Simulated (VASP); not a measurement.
Here is a VASP 6.6.1 calculation.

The input INCAR:

```
ALGO     = Normal         # electronic algorithm
EDIFF    = 1E-7           # SCF threshold, eV
ENCUT    = 520            # plane-wave cutoff, eV
GGA      = PE             # functional
ISIF     = 2              # what is computed and relaxed
ISMEAR   = 0              # smearing method
LASPH    = T              # aspherical terms in the spheres
LCHARG   = F              # write CHGCAR
LREAL    = F              # projectors in reciprocal space
LWAVE    = F              # write WAVECAR
NBANDS   = 14             # bands
NELM     = 80             # most SCF steps
PREC     = Accurate       # precision mode
SIGMA    = 0.01           # smearing width, eV
```

File KPOINTS:

```
k-points
0
Gamma
  4 4 4
```

POSCAR

```
NaCl
1.0
    0.0000000000      2.8027320724      2.8027320724
    2.8027320724      0.0000000000      2.8027320724
    2.8027320724      2.8027320724      0.0000000000
Na Cl
1 1
Direct
    0.0000000000      0.0000000000      0.0000000000
    0.5000000000      0.5000000000      0.5000000000
```

Potentials or basis: VASP PAW PBE potentials, release 64 (Na_pv, Cl).

Command:

```bash
$ cat potpaw_PBE.64/Na_pv/POTCAR potpaw_PBE.64/Cl/POTCAR > POTCAR
$ mpirun -np 1 vasp_std > vasp.out
```

Q: Predict the band gap on the k mesh.

A: 5.18 eV, direct.

Q: What does it give for the pressure?

A: 1.3 GPa.

Caveat: the k points lie up to 0.49 Å⁻¹ apart. Expect the measured gap to be larger: semilocal functionals such as PBE lack the derivative discontinuity.
